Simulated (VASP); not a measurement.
# MoSe in VASP: notebook, part 2 of 3

VASP 6.6.1.

## 3. Single point, PBEsol, collinear spin, ferromagnetic start

The input, INCAR:

```
SYSTEM = MoSe
ALGO = Normal
EDIFF = 1E-6
ENCUT = 520
GGA = PS
ISIF = 2
ISMEAR = 0
ISPIN = 2
LASPH = .True.
LCHARG = .True.
LELF = .True.
LMAXMIX = 4
LORBIT = 11
LREAL = .False.
LVHAR = .True.
LWAVE = .False.
MAGMOM = 0.91 0
NBANDS = 21
NELM = 150
PREC = Accurate
SIGMA = 0.05
```

The input, KPOINTS:

```
k-points
0
Gamma
  10 10 10
  0 0 0
```

The input, POSCAR:

```
MoSe
1.0
    0.0000000000      2.8405191460      2.8405191460
    2.8405191460      0.0000000000      2.8405191460
    2.8405191460      2.8405191460      0.0000000000
Mo Se
1 1
Direct
    0.0000000000      0.0000000000      0.0000000000
    0.2500000000      0.2500000000      0.2500000000
```

Potentials or basis: VASP PAW PBE potentials, release 64 (Mo_sv, Se).

On the command line:

```console
cat potpaw_PBE.64/Mo_sv/POTCAR potpaw_PBE.64/Se/POTCAR > POTCAR
mpirun -np 1 vasp_std > vasp.out
```

OUTCAR:

```text
SYSTEM = MoSe
   EDIFF = 1E-6
   ENCUT = 520
   GGA = PS
   ISIF = 2
   ISMEAR = 0
   ISPIN = 2
   LASPH = .True.
   LORBIT = 11
   LREAL = .False.
   NELM = 150
   PREC = Accurate

 ion  position               nearest neighbor table
   1  0.000  0.000  0.000-   2 2.46   2 2.46   2 2.46   2 2.46
   2  0.250  0.250  0.250-   1 2.46   1 2.46   1 2.46   1 2.46

  LATTYP: Found a face centered cubic cell.
 ALAT       =     5.6810382920

  Lattice vectors:

 A1 = (   0.0000000000,   2.8405191460,   2.8405191460)
 A2 = (   2.8405191460,   0.0000000000,   2.8405191460)
 A3 = (   2.8405191460,   2.8405191460,   0.0000000000)

Analysis of symmetry for initial positions (statically):
=====================================================================
 Subroutine PRICEL returns:
 Original cell was already a primitive cell.

 Routine SETGRP: Setting up the symmetry group for a
 face centered cubic supercell.

 Subroutine GETGRP returns: Found 24 space group operations
 (whereof 24 operations were pure point group operations)
 out of a pool of 48 trial point group operations.

[... 765 lines left out ...]

 k-point     1 :       0.0000    0.0000    0.0000
  band No.  band energies     occupation
      1     -54.4030      1.00000
      2     -28.5346      1.00000
      3     -28.5346      1.00000
      4     -28.5346      1.00000
      5      -8.6021      1.00000
      6       1.3341      1.00000
[... 565 lines left out ...]
     20      21.5276      0.00000
     21      22.2811      0.00000

 [... further k-points ...]
[... 5 lines left out ...]
  --------------------------------------------------------------------------------------
  -------------------------------------------------------------------------------------
  Total       -1.1671755     -1.1671755     -1.1671755      0.0000000      0.0000000     -0.0000000
  in kB      -40.7965637    -40.7965637    -40.7965637      0.0000000      0.0000000     -0.0000000
  external PRESSURE =     -40.7965637 kB  Pullay stress =       0.0000000 kB

 VOLUME and BASIS-vectors are now :
 -----------------------------------------------------------------------------
  energy-cutoff  :      520.00
  volume of cell :       45.84
      direct lattice vectors                 reciprocal lattice vectors
     0.000000000  2.840519146  2.840519146    -0.176024161  0.176024161  0.176024161
     2.840519146  0.000000000  2.840519146     0.176024161 -0.176024161  0.176024161
     2.840519146  2.840519146  0.000000000     0.176024161  0.176024161 -0.176024161

 POSITION                                       TOTAL-FORCE (eV/Angst)
 -----------------------------------------------------------------------------------
      0.00000      0.00000      0.00000         0.000000     -0.000000     -0.000000
      1.42026      1.42026      1.42026        -0.000000      0.000000      0.000000
 -----------------------------------------------------------------------------------
    total drift:                                0.000000      0.000000      0.000000

  FREE ENERGIE OF THE ION-ELECTRON SYSTEM (eV)
  ---------------------------------------------------
  free  energy   TOTEN  =       -14.5725098336 eV

  energy  without entropy=      -14.5690781014  energy(sigma->0) =      -14.57079397

 total charge

# of ion       s       p       d       tot
------------------------------------------
    1        2.260   6.098   4.071  12.429
    2        1.429   2.398   0.130   3.957
--------------------------------------------------
tot          3.688   8.496   4.201  16.386

 magnetization (x)

# of ion       s       p       d       tot
------------------------------------------
    1        0.027   0.010   0.967   1.003
    2       -0.004  -0.028   0.019  -0.014
--------------------------------------------------
tot          0.023  -0.019   0.986   0.990
```

Wall time 7.7 min (1 thread of AMD EPYC 7R13, shared host); peak memory 0.2 GiB.

What came out:

```
Free energy                                           : -14.5725 eV
Pressure                                              : -4.1 GPa
Net moment                                            : 1.14 μB per cell
Site moments                                          : Mo +1.00; Se -0.01 μB
Valence electrons inside the program's atomic spheres : Mo 12.43; Se 3.96
```

Caveat: the PAW data sets were made with another functional, which shifts forces and pressure a little.

## 4. Single point, LDA, collinear spin, ferromagnetic start

The input, INCAR:

```
SYSTEM = MoSe
  ALGO = Normal
  EDIFF = 1E-6
  ENCUT = 520
  GGA = CA
  ISIF = 2
  ISMEAR = 0
  ISPIN = 2
  LASPH = .TRUE.
  LCHARG = .TRUE.
  LELF = .TRUE.
  LMAXMIX = 4
  LORBIT = 11
  LREAL = .FALSE.
  LVHAR = .TRUE.
  LWAVE = .FALSE.
  MAGMOM = 0.91 0
  NBANDS = 21
  NELM = 150
  PREC = Accurate
  SIGMA = 0.05
```

The input, KPOINTS:

```
k-points
0
G
  10 10 10
  0 0 0
```

POSCAR is that of step 3.

Potentials or basis: VASP PAW LDA potentials, release 64 (Mo_sv, Se).

On the command line:

```console
cat potpaw_LDA.64/Mo_sv/POTCAR potpaw_LDA.64/Se/POTCAR > POTCAR
mpirun -np 1 vasp_std > vasp.out
```

Wall time 3.5 min (1 thread of AMD EPYC 7R13, shared host); peak memory 0.18 GiB.

The run converged. Its results:

| Item | Value |
| --- | --- |
| Free energy | -15.2226 eV |
| Pressure | -7.7 GPa |
| Band gap on the k mesh | zero (filled and empty bands overlap) |
| Net moment | 0.00 μB per cell |
| Valence electrons inside the program's atomic spheres | Mo 12.45; Se 3.96 |

Levels at points of the mesh, in eV from the Fermi level:
Spin up:
| k point | band 6 | band 7 | band 8 | band 9 | band 10 | band 11 | band 12 | band 13 | band 14 | band 15 |
| --- | --- | --- | --- | --- | --- | --- | --- | --- | --- | --- |
| (0.00, 0.00, 0.00) | -4.78 | -4.78 | -4.78 | -0.48 | -0.48 | 1.18 | 4.20 | 4.20 | 4.20 | 7.58 |
| (0.50, 0.00, 0.00) | -5.47 | -4.40 | -4.40 | -0.16 | -0.16 | -0.03 | 2.25 | 2.25 | 3.75 | 8.11 |
| (0.50, 0.50, 0.00) | -5.92 | -3.72 | -3.72 | -1.42 | 0.11 | 0.29 | 0.73 | 0.73 | 5.90 | 7.28 |
Spin down:
| k point | band 7 | band 8 | band 9 | band 10 | band 11 | band 12 | band 13 | band 14 |
| --- | --- | --- | --- | --- | --- | --- | --- | --- |
| (0.00, 0.00, 0.00) | -4.78 | -4.78 | -0.47 | -0.47 | 1.18 | 4.20 | 4.20 | 4.20 |
| (0.50, 0.00, 0.00) | -4.40 | -4.40 | -0.16 | -0.16 | -0.03 | 2.25 | 2.25 | 3.75 |
| (0.50, 0.50, 0.00) | -3.72 | -3.72 | -1.42 | 0.11 | 0.29 | 0.73 | 0.73 | 5.90 |

## 5. Single point, PBE, collinear spin, ferromagnetic start (volume scaled by 1.020)

The input, INCAR:

```
PREC     = Accurate       # precision mode
ENCUT    = 520            # plane-wave cutoff, eV
EDIFF    = 1E-7           # SCF threshold, eV
ISMEAR   = 0              # smearing method
SIGMA    = 0.05           # smearing width, eV
LREAL    = F              # projectors in reciprocal space
LASPH    = T              # aspherical terms in the spheres
NELM     = 150            # most SCF steps
ALGO     = Normal         # electronic algorithm
ISIF     = 2              # what is computed and relaxed
LWAVE    = F              # write WAVECAR
LCHARG   = F              # write CHGCAR
ISPIN    = 2              # spin polarisation
MAGMOM   = 0.91 0         # initial moments
LORBIT   = 11             # projections on sites
LMAXMIX  = 4              # l up to which the mixer works
GGA      = PE             # functional
NBANDS   = 21             # bands
```

The input, KPOINTS:

```
Automatic mesh
0
Gamma
  10 10 10
```

The input, POSCAR:

```
MoSe
1.0
    0.0000000000      2.8593310793      2.8593310793
    2.8593310793      0.0000000000      2.8593310793
    2.8593310793      2.8593310793      0.0000000000
Mo Se
1 1
Direct
    0.0000000000      0.0000000000      0.0000000000
    0.2500000000      0.2500000000      0.2500000000
```

Potentials or basis: VASP PAW PBE potentials, release 64 (Mo_sv, Se).

On the command line:

```console
cat potpaw_PBE.64/Mo_sv/POTCAR potpaw_PBE.64/Se/POTCAR > POTCAR
mpirun -np 1 vasp_std > vasp.out
```

OUTCAR:

```text
PREC = Accurate
   ENCUT = 520
   EDIFF = 1E-7
   ISMEAR = 0
   LREAL = F
   LASPH = T
   NELM = 150
   ISIF = 2
   ISPIN = 2
   LORBIT = 11
   GGA = PE

 ion  position               nearest neighbor table
   1  0.000  0.000  0.000-   2 2.48   2 2.48   2 2.48   2 2.48
   2  0.250  0.250  0.250-   1 2.48   1 2.48   1 2.48   1 2.48

  LATTYP: Found a face centered cubic cell.
 ALAT       =     5.7186621586

  Lattice vectors:

[... 1366 lines left out ...]
  in kB      -17.6853231    -17.6853231    -17.6853231      0.0000000      0.0000000      0.0000000
  external PRESSURE =     -17.6853231 kB  Pullay stress =       0.0000000 kB

 VOLUME and BASIS-vectors are now :
 -----------------------------------------------------------------------------
  energy-cutoff  :      520.00
  volume of cell :       46.75
      direct lattice vectors                 reciprocal lattice vectors
     0.000000000  2.859331079  2.859331079    -0.174866074  0.174866074  0.174866074
     2.859331079  0.000000000  2.859331079     0.174866074 -0.174866074  0.174866074
     2.859331079  2.859331079  0.000000000     0.174866074  0.174866074 -0.174866074

 POSITION                                       TOTAL-FORCE (eV/Angst)
 -----------------------------------------------------------------------------------
      0.00000      0.00000      0.00000         0.000000      0.000000      0.000000
      1.42967      1.42967      1.42967        -0.000000     -0.000000      0.000000
 -----------------------------------------------------------------------------------
    total drift:                                0.000000      0.000000      0.000000

  FREE ENERGIE OF THE ION-ELECTRON SYSTEM (eV)
  ---------------------------------------------------
  free  energy   TOTEN  =       -13.4898854383 eV

  energy  without entropy=      -13.4862785499  energy(sigma->0) =      -13.48808199

 total charge

# of ion       s       p       d       tot
------------------------------------------
    1        2.254   6.096   4.044  12.394
    2        1.427   2.402   0.123   3.952
--------------------------------------------------
tot          3.682   8.497   4.167  16.346

 magnetization (x)

# of ion       s       p       d       tot
------------------------------------------
    1        0.028   0.011   1.051   1.090
    2       -0.004  -0.033   0.019  -0.019
--------------------------------------------------
tot          0.024  -0.022   1.069   1.071
```

Run time: 4 min. Hardware: 1 thread of AMD EPYC 7R13, shared host; peak memory 0.2 GiB.

Results:

| Property | Result |
| --- | --- |
| Free energy | -13.4899 eV |
| Pressure | -1.8 GPa |
| Net moment | 1.24 μB per cell |
| Site moments | Mo +1.09; Se -0.02 μB |
| Valence electrons inside the program's atomic spheres | Mo 12.39; Se 3.95 |

(Part 2 of 3 ends here.)
